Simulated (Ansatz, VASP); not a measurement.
# C: VASP beside Ansatz

The input INCAR:

```
SYSTEM = C
PREC = Accurate
ENCUT = 520
EDIFF = 1E-7
ISMEAR = 0
SIGMA = 0.15
LREAL = .False.
LASPH = .True.
NELM = 100
ALGO = Normal
ISIF = 2
LWAVE = .False.
LCHARG = .False.
GGA = PE
NBANDS = 16
```

KPOINTS

```
regular mesh
0
Gamma
  21 21 6
  0 0 0
```

The input POSCAR:

```
C
1.0
    1.2505185091     -2.2847117097      0.0000000000
    1.2505185091      2.2847117097      0.0000000000
    0.0000000000      0.0000000000      9.3130235279
C
4
Direct
    0.0833329406      0.9166670594      0.7503043452
    0.5833329406      0.4166670594      0.2496956548
    0.9166670594      0.0833329406      0.2496956548
    0.4166670594      0.5833329406      0.7503043452
```

Input for Ansatz:

```yaml
crystal:
  lattice:
    - [1.2505185091, -2.2847117097, 0.0]
    - [1.2505185091, 2.2847117097, 0.0]
    - [0.0, 0.0, 9.3130235279]
  atoms:
    - { symbol: C, position: [0.0833329406, 0.9166670594, 0.7503043452] }
    - { symbol: C, position: [0.5833329406, 0.4166670594, 0.2496956548] }
    - { symbol: C, position: [0.9166670594, 0.0833329406, 0.2496956548] }
    - { symbol: C, position: [0.4166670594, 0.5833329406, 0.7503043452] }
basis:
  ecutwfc: 520.0
kpoints:
  mp_grid: { grid: [21, 21, 6] }
hamiltonian:
  xc: pbe
  pseudopotentials: { kind: paw, azcp: { folder: soft_1 } }
scf:
  occupations: { method: gaussian, width: 0.15 }
output:
  forces: true
  stress: true
  eigenvalues: true
```

Change from the starting cell: volume 13.304 Å^3 an atom, stretch along a over the lengths across it, relative to the relaxed cell 0.9480.

Alike in both runs: task single point; functional PBE; k mesh 21 × 21 × 6; occupations gaussian, width 0.15 eV; no spin polarisation.

|  | VASP | Ansatz |
| --- | --- | --- |
| version | VASP 6.6.1 | Ansatz 0.2.0 |
| potentials or method | VASP PAW PBE potentials, release 64 (C), cutoff 520 eV | scalar-relativistic, plane waves, PAW |
| valence electrons in the cell | 16 | 16 |

Ansatz gave:

```
gap on the k mesh at the Fermi level (eV)                     : 0.53
least direct gap on the mesh (eV)                             : 0.53
pressure (GPa)                                                : -19.8
traceless stress, the component that is largest in VASP (GPa) : -23.86
rms of the force components (eV/Å)                            : 0.011
```

Task: What did VASP give for the same quantities?

Result: gap on the k mesh at the Fermi level (eV): 0.53; least direct gap on the mesh (eV): 0.53; pressure (GPa): -19.5; traceless stress, the component that is largest in VASP (GPa): -23.77; rms of the force components (eV/Å): 0.020.

Atom by atom the forces differ by 0.009 eV/Å (rms over components). With one functional, cell and mesh, what is left measures potentials, basis and numerics.
